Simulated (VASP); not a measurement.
Wanted: the native input for a VASP 6.6.1 run.

```
Task                    : density of states
Functional              : PBE
Potentials or basis     : VASP PAW PBE potentials, release 64 (Ag)
Cutoff                  : 400 eV
k mesh                  : 7 × 7 × 7
Occupations             : methfessel-paxton, width 0.1 eV
Spin                    : no spin polarisation
Dipole correction       : no
k mesh for the DOS      : 11 × 11 × 11
Occupations for the DOS : tetrahedron
Further INCAR settings  : ALGO = Normal; EDIFF = 1e-06
```

Ag:

```
CELL_PARAMETERS angstrom
0.00000 2.04275 2.04275
2.04275 0.00000 2.04275
2.04275 2.04275 0.00000
ATOMIC_POSITIONS crystal
Ag 0.00000 0.00000 0.00000
```

These files were run (other wordings do the same):

POSCAR

```
Ag
1.0
    0.0000000000      2.0427500000      2.0427500000
    2.0427500000      0.0000000000      2.0427500000
    2.0427500000      2.0427500000      0.0000000000
Ag
1
Direct
    0.0000000000      0.0000000000      0.0000000000
```

INCAR.step1

```
SYSTEM = Ag
PREC = Accurate ; ENCUT = 400
EDIFF = 1E-6 ; ISMEAR = 1
SIGMA = 0.1 ; LREAL = .FALSE.
LASPH = .TRUE. ; NELM = 120
ALGO = Normal ; ISIF = 2
LWAVE = .FALSE. ; LCHARG = .TRUE.
LMAXMIX = 4 ; GGA = PE
NBANDS = 12 ; GGA_COMPAT = .FALSE.
NEDOS = 2001 ; LORBIT = 11
```

KPOINTS.step1

```
Automatic mesh
0
G
  7 7 7
  0 0 0
```

INCAR.step2

```
SYSTEM = Ag
PREC = Accurate ; ENCUT = 400
EDIFF = 1E-6 ; ISMEAR = -5
SIGMA = 0.1 ; LREAL = .FALSE.
LASPH = .TRUE. ; NELM = 120
ALGO = Normal ; ISIF = 2
LWAVE = .FALSE. ; LCHARG = .FALSE.
LMAXMIX = 4 ; GGA = PE
LORBIT = 11 ; NEDOS = 1001
ICHARG = 11 ; GGA_COMPAT = .FALSE.
```

KPOINTS.step2

```
Automatic mesh
0
G
  11 11 11
  0 0 0
```

Potentials or basis: VASP PAW PBE potentials, release 64 (Ag).

Launch:

```bash
$ cat potpaw_PBE.64/Ag/POTCAR > POTCAR
$ cp INCAR.step1 INCAR
$ cp KPOINTS.step1 KPOINTS
$ mpirun -np 1 vasp_std > vasp.out
$ cp INCAR.step2 INCAR
$ cp KPOINTS.step2 KPOINTS
$ mpirun -np 1 vasp_std > vasp.out
```

It gave:

```yaml
Valence_electrons_inside_the_program's_atomic_spheres: Ag 9.88
```

Caveat: the k points lie up to 0.38 Å⁻¹ apart.

Run time: 10 s on 1 thread of AMD EPYC 7R13, on a shared host, peak memory 0.09 GiB.
